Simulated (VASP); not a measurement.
# ZnInGaO4 (R3m) in VASP: single point with PBEsol

Aim: the single point of ZnInGaO4 with PBEsol.

All numbers are computed with VASP 6.6.1; they aren't measurements. Logs are shortened: lines on timing, memory, paths and dates and some standing lists are left out, and cuts for length are marked.

**1. The cell of the first run**

Symmetry: R3m, No. 160, trigonal system. Conventional cell: a = 3.361 Å, b = 3.361 Å, c = 26.140 Å, α = 90.00°, β = 90.00°, γ = 120.00°. Zn (site symmetry 3m) has 5 O at 2.01 to 2.53 Å within 2.7 Å. Within 2.9 Å of In (site symmetry 3m) lie 6 O at 2.22 to 2.23 Å. Within 2.6 Å of Ga (site symmetry 3m) lie 5 O at 1.94 to 2.00 Å. Within 2.7 Å of O (site symmetry 3m) lie 1 Zn at 2.01 Å and 3 In at 2.22 Å. O (site symmetry 3m) has 1 Ga at 1.98 Å and 3 In at 2.23 Å within 2.6 Å. O (site symmetry 3m) has 3 Ga at 1.94 Å and 1 Zn at 2.53 Å within 2.6 Å. O (site symmetry 3m) has 1 Ga at 2.00 Å and 3 Zn at 2.02 Å within 2.7 Å.

**2. Single point, PBEsol**

Contents of INCAR:

```
SYSTEM = ZnInGaO4
ALGO = Normal ; EDIFF = 1E-6
ENCUT = 520 ; GGA = PS
ISIF = 2 ; ISMEAR = 0
LASPH = .True. ; LCHARG = .False.
LREAL = .False. ; LWAVE = .False.
NBANDS = 40 ; NELM = 100
PREC = Accurate ; SIGMA = 0.1
```

Contents of KPOINTS:

```
k-points
0
Gamma
  6 6 6
  0 0 0
```

Contents of POSCAR:

```
ZnInGaO4
1.0
    1.6803268679      0.9701371695      8.7134054620
   -1.6803268679      0.9701371695      8.7134054620
    0.0000000000     -1.9402743390      8.7134054620
Zn In Ga O
1 1 1 4
Direct
    0.2183820000      0.2183820000      0.2183820000
    0.0027680000      0.0027680000      0.0027680000
    0.7870340000      0.7870340000      0.7870340000
    0.2951430000      0.2951430000      0.2951430000
    0.7113580000      0.7113580000      0.7113580000
    0.1217170000      0.1217170000      0.1217170000
    0.8635990000      0.8635990000      0.8635990000
```

Potentials or basis: VASP PAW PBE potentials, release 64 (Zn, In_d, Ga_d, O).

Launch:

```console
$ cat potpaw_PBE.64/Zn/POTCAR potpaw_PBE.64/In_d/POTCAR potpaw_PBE.64/Ga_d/POTCAR potpaw_PBE.64/O/POTCAR > POTCAR
$ mpirun -np 1 vasp_std > vasp.out
```

OUTCAR:

```text
SYSTEM = ZnInGaO4
   EDIFF = 1E-6
   ENCUT = 520
   GGA = PS
   ISIF = 2
   ISMEAR = 0
   LASPH = .True.
   LREAL = .False.
   NELM = 100
   PREC = Accurate

 ion  position               nearest neighbor table
   1  0.218  0.218  0.218-   4 2.01   7 2.02   7 2.02   7 2.02
   2  0.003  0.003  0.003-   4 2.22   4 2.22   4 2.22   5 2.23   5 2.23   5 2.23
   3  0.787  0.787  0.787-   6 1.94   6 1.94   6 1.94   5 1.98   7 2.00
   4  0.295  0.295  0.295-   1 2.01   2 2.22   2 2.22   2 2.22
   5  0.711  0.711  0.711-   3 1.98   2 2.23   2 2.23   2 2.23
   6  0.122  0.122  0.122-   3 1.94   3 1.94   3 1.94
   7  0.864  0.864  0.864-   3 2.00   1 2.02   1 2.02   1 2.02

  LATTYP: Found a trigonal (rhomboedric) cell.
 ALAT       =     8.9268191007
 COS(alpha) =     0.9291362598

  Lattice vectors:

 A1 = (   1.6803268679,   0.9701371695,   8.7134054620)
 A2 = (  -1.6803268679,   0.9701371695,   8.7134054620)
 A3 = (   0.0000000000,  -1.9402743390,   8.7134054620)

Analysis of symmetry for initial positions (statically):
=====================================================================
 Subroutine PRICEL returns:
 Original cell was already a primitive cell.

 Routine SETGRP: Setting up the symmetry group for a
 trigonal (rhombohedral) supercell.

 Subroutine GETGRP returns: Found  6 space group operations
 (whereof  6 operations were pure point group operations)
 out of a pool of 12 trial point group operations.

The static configuration has the point symmetry C_3v.

Analysis of symmetry for dynamics (positions and initial velocities):
=====================================================================
 Subroutine PRICEL returns:
 Original cell was already a primitive cell.

 Routine SETGRP: Setting up the symmetry group for a
 trigonal (rhombohedral) supercell.

 Subroutine GETGRP returns: Found  6 space group operations
 (whereof  6 operations were pure point group operations)
 out of a pool of 12 trial point group operations.

The dynamic configuration has the point symmetry C_3v.

 Subroutine INISYM returns: Found  6 space group operations
 (whereof  6 operations are pure point group operations),
 and found     1 'primitive' translations

----------------------------------------------------------------------------------------

                                     Primitive cell

  volume of cell :      85.2248

  direct lattice vectors                    reciprocal lattice vectors
     1.680326868  0.970137169  8.713405462     0.297561153  0.171797012  0.038255230
    -1.680326868  0.970137169  8.713405462    -0.297561153  0.171797012  0.038255230
     0.000000000 -1.940274339  8.713405462     0.000000000 -0.343594023  0.038255230

  length of vectors
     8.926819101  8.926819101  8.926819101     0.345717103  0.345717103  0.345717103

  position of ions in fractional coordinates (direct lattice)
     0.218382000  0.218382000  0.218382000
     0.002768000  0.002768000  0.002768000
     0.787034000  0.787034000  0.787034000
     0.295143000  0.295143000  0.295143000
     0.711358000  0.711358000  0.711358000
     0.121717000  0.121717000  0.121717000
     0.863599000  0.863599000  0.863599000

  ion indices of the primitive-cell ions
   primitive index   ion index
                 1           1
                 2           2
                 3           3
                 4           4
                 5           5
                 6           6
                 7           7

----------------------------------------------------------------------------------------

 KPOINTS: k-points

Automatic generation of k-mesh.
 Grid dimensions read from file:
 generate k-points for:    6    6    6

 Generating k-lattice:

  Cartesian coordinates                     Fractional coordinates (reciprocal lattice)
     0.049593525  0.028632835  0.006375872     0.166666667  0.000000000  0.000000000
    -0.049593525  0.028632835  0.006375872     0.000000000  0.166666667  0.000000000
     0.000000000 -0.057265671  0.006375872     0.000000000  0.000000000  0.166666667

  Length of vectors
     0.057619517  0.057619517  0.057619517

  Shift w.r.t. Gamma in fractional coordinates (k-lattice)
     0.000000000  0.000000000  0.000000000

 Subroutine IBZKPT returns following result:
 ===========================================

 Found     32 irreducible k-points:

 Following reciprocal coordinates:
            Coordinates               Weight
  0.000000  0.000000  0.000000      1.000000
  0.166667  0.000000  0.000000      6.000000
  0.333333 -0.000000 -0.000000      6.000000
  0.500000  0.000000 -0.000000      3.000000
  0.166667  0.166667  0.000000      6.000000
  0.333333  0.166667 -0.000000     12.000000
[... 16 lines left out ...]
  0.500000  0.500000  0.166667      6.000000
 -0.333333  0.500000  0.166667     12.000000
 [... further k-points ...]
   k-points           NKPTS =     32   k-points in BZ     NKDIM =     32   number of bands    NBANDS=     40
   number of dos      NEDOS =    301   number of ions     NIONS =      7
   total plane-waves  NPLWV = 343000
   dimension x,y,z NGX =    70 NGY =   70 NGZ =   70
   dimension x,y,z NGXF=   140 NGYF=  140 NGZF=  140
   ions per type =               1   1   1   4
   NGX,Y,Z   is equivalent  to a cutoff of  13.04, 13.04, 13.04 a.u.
   NGXF,Y,Z  is equivalent  to a cutoff of  26.07, 26.07, 26.07 a.u.
 SYSTEM =  ZnInGaO4
   PREC   = accura    normal or accurate (medium, high low for compatibility)
   ISTART =      0    job   : 0-new  1-cont  2-samecut
   ICHARG =      2    charge: 1-file 2-atom 10-const
   ISPIN  =      1    spin polarized calculation?
   LNONCOLLINEAR =      F non collinear calculations
   LSORBIT =      F    spin-orbit coupling
   LASPH  =      T    aspherical Exc in radial PAW
   ENCUT  =  520.0 eV  38.22 Ry    6.18 a.u.  16.60 16.60 16.60*2*pi/ulx,y,z
   NELM   =    100;   NELMIN=  2; NELMDL= -5     # of ELM steps
   EDIFF  = 0.1E-05   stopping-criterion for ELM
   LREAL  =      F    real-space projection
   EDIFFG = 0.1E-04   stopping-criterion for IOM
   NSW    =      0    number of steps for IOM
   IBRION =     -1    ionic relax: 0-MD 1-quasi-New 2-CG
   NFREE  =      0    steps in history (QN), initial steepest desc. (CG)
   ISIF   =      2    stress and relaxation
   ISYM   =      2    0-nonsym 1-usesym 2-fastsym
   POTIM  = 0.5000    time-step for ionic-motion
   TEBEG  =    0.0;   TEEND  =   0.0 temperature during run
   PSTRESS=    0.0 pullay stress
   NELECT =      62.0000    total number of electrons
   NUPDOWN=      -1.0000    fix difference up-down
   EMIN   =  10.00;   EMAX   =-10.00  energy-range for DOS
   EFERMI =   0.00;   METHOD = LEGACY
   ISMEAR =     0;   SIGMA  =   0.10  broadening in eV -4-tet -1-fermi 0-gaus
   EFERMI_NEDOS =   21; number of points for ismear=-14 and -15
   IALGO  =     38    algorithm
   IMIX   =      4    mixing-type and parameters
     AMIX     =   0.40;   BMIX     =  1.00
     AMIX_MAG =   1.60;   BMIX_MAG =  1.00
  volume/ion in A,a.u.               =      12.17        82.16
  Fermi-wavevector in a.u.,A,eV,Ry     =   1.472369  2.782374 29.495673  2.167871
  Thomas-Fermi vector in A             =   2.587392
   LORBIT       =      0    0 simple, 1 ext, 2 COOP (PROOUT), +10 PAW based schemes
   GGA     = PS    functional components
   LHFCALC =     F    Hartree Fock is set to
   AEXX    =    0.0000 exact exchange contribution
   IVDW    =     0    specifies the selected vdW correction
   LEPSILON=     F    determine dielectric tensor
   LRPA    =     F    only Hartree local field effects (RPA)
 non-spin polarized calculation
 Gauss-broadening in eV      SIGMA  =   0.10
  energy-cutoff  :      520.00
  volume of cell :       85.22
 maximum number of plane-waves:      2312
 NGX is ok and might be reduce to    70
   NGX = 33   NGY = 33   NGZ = 33

 number of electron      62.0000002 magnetization

 Free energy of the ion-electron system (eV)
  ---------------------------------------------------
  ext. energy  EPLUGINS =         0.00000000
  ---------------------------------------------------
  free energy    TOTEN  =       -40.56087532 eV

  energy without entropy =      -40.56087532  energy(sigma->0) =      -40.56087532

 E-fermi :   3.9146     XC(G=0): -11.2833

 val. band max:        3.4199095816   @ k =   0.0000   0.0000   0.0000
 cond. band min:       4.3800281211   @ k =   0.0000   0.0000   0.0000
 fundamental gap:      0.9601185394
 Fermi energy:         3.9146042988

 k-point     1 :       0.0000    0.0000    0.0000
  band No.  band energies     occupation
      1     -14.9973      2.00000
      2     -14.0977      2.00000
      3     -13.5122      2.00000
      4     -13.1024      2.00000
      5      -9.8756      2.00000
      6      -9.8756      2.00000
[... 32 lines left out ...]
     39      15.3088      0.00000
     40      15.3091      0.00000

 k-point     2 :       0.1667    0.0000    0.0000
  band No.  band energies     occupation
      1     -14.8356      2.00000
      2     -13.9598      2.00000
      3     -13.4565      2.00000
      4     -13.2084      2.00000
      5      -9.8260      2.00000
      6      -9.8216      2.00000
[... 32 lines left out ...]
     39      14.3717      0.00000
     40      14.8158      0.00000

 k-point     3 :       0.3333   -0.0000   -0.0000
  band No.  band energies     occupation
      1     -14.4843      2.00000
      2     -13.7357      2.00000
      3     -13.4152      2.00000
      4     -13.2680      2.00000
      5      -9.7091      2.00000
      6      -9.6498      2.00000
[... 32 lines left out ...]
     39      14.5104      0.00000
     40      15.3047      0.00000

 k-point     4 :       0.5000    0.0000   -0.0000
  band No.  band energies     occupation
      1     -14.2842      2.00000
      2     -13.7475      2.00000
      3     -13.3350      2.00000
      4     -13.2287      2.00000
      5      -9.6504      2.00000
      6      -9.5822      2.00000
[... 32 lines left out ...]
     39      14.4191      0.00000
     40      14.8937      0.00000
[... 772 lines left out ...]
     39      14.0332      0.00000
     40      14.4029      0.00000

 k-point    23 :       0.5000    0.5000    0.1667
  band No.  band energies     occupation
      1     -14.4794      2.00000
      2     -13.7403      2.00000
      3     -13.4527      2.00000
      4     -13.2299      2.00000
      5      -9.7091      2.00000
      6      -9.6506      2.00000
[... 32 lines left out ...]
     39      14.1595      0.00000
     40      15.3267      0.00000

 k-point    24 :      -0.3333    0.5000    0.1667
  band No.  band energies     occupation
      1     -14.2861      2.00000
      2     -13.6946      2.00000
      3     -13.4216      2.00000
      4     -13.2122      2.00000
      5      -9.6769      2.00000
      6      -9.5714      2.00000
[... 32 lines left out ...]
     39      13.6587      0.00000
     40      14.2740      0.00000

 [... further k-points ...]

------------------------ aborting loop because EDIFF is reached ----------------------------------------

  FORCE on cell =-STRESS in cart. coord.  units (eV):
  Direction    XX          YY          ZZ          XY          YZ          ZX
  --------------------------------------------------------------------------------------
  -------------------------------------------------------------------------------------
  Total       -3.2535815     -3.2535815     -3.3063709      0.0000000     -0.0000000     -0.0000000
  in kB      -61.1654519    -61.1654519    -62.1578610      0.0000000     -0.0000000     -0.0000000
  external PRESSURE =     -61.4962549 kB  Pullay stress =       0.0000000 kB

 VOLUME and BASIS-vectors are now :
 -----------------------------------------------------------------------------
  energy-cutoff  :      520.00
  volume of cell :       85.22
      direct lattice vectors                 reciprocal lattice vectors
     1.680326868  0.970137169  8.713405462     0.297561153  0.171797012  0.038255230
    -1.680326868  0.970137169  8.713405462    -0.297561153  0.171797012  0.038255230
     0.000000000 -1.940274339  8.713405462     0.000000000 -0.343594023  0.038255230

 POSITION                                       TOTAL-FORCE (eV/Angst)
 -----------------------------------------------------------------------------------
      0.00000      0.00000      5.70855         0.000000     -0.000000      0.014285
      0.00000      0.00000      0.07236         0.000000     -0.000000      0.056198
      0.00000      0.00000     20.57324         0.000000     -0.000000      0.031986
      0.00000      0.00000      7.71510         0.000000     -0.000000      0.061772
      0.00000      0.00000     18.59505         0.000000     -0.000000     -0.058243
      0.00000      0.00000      3.18171         0.000000      0.000000     -0.046982
      0.00000      0.00000     22.57466         0.000000      0.000000     -0.059016
 -----------------------------------------------------------------------------------
    total drift:                               -0.000000      0.000000      0.001034

  FREE ENERGIE OF THE ION-ELECTRON SYSTEM (eV)
  ---------------------------------------------------
  free  energy   TOTEN  =       -40.5608753159 eV

  energy  without entropy=      -40.5608753159  energy(sigma->0) =      -40.56087532
```

Run time: 7.6 min. Hardware: 1 thread of Intel Xeon 6975P-C (Granite Rapids), shared host; peak memory 0.71 GiB.

What came out:

```yaml
Free_energy: -40.5609 eV
Pressure: -6.1 GPa
Largest_force: 0.062 eV/Å
Band_gap_on_the_k_mesh: 0.96 eV, direct
```

Forces on the atoms (eV/Å):
```
Zn   0.000  0.000  0.014
In   0.000  0.000  0.056
Ga   0.000  0.000  0.032
O    0.000  0.000  0.062
O    0.000  0.000 -0.058
O    0.000  0.000 -0.047
O    0.000  0.000 -0.059
```

Stress tensor (GPa, compression positive):
```
-6.12  0.00  0.00
 0.00 -6.12  0.00
 0.00  0.00 -6.22
```

Caveat: the PAW data sets were made with another functional, which shifts forces and pressure a little; spin-orbit coupling is left out, which moves the levels of the heavy elements. A hybrid or GW would open this gap; PBEsol tends to underestimate it.
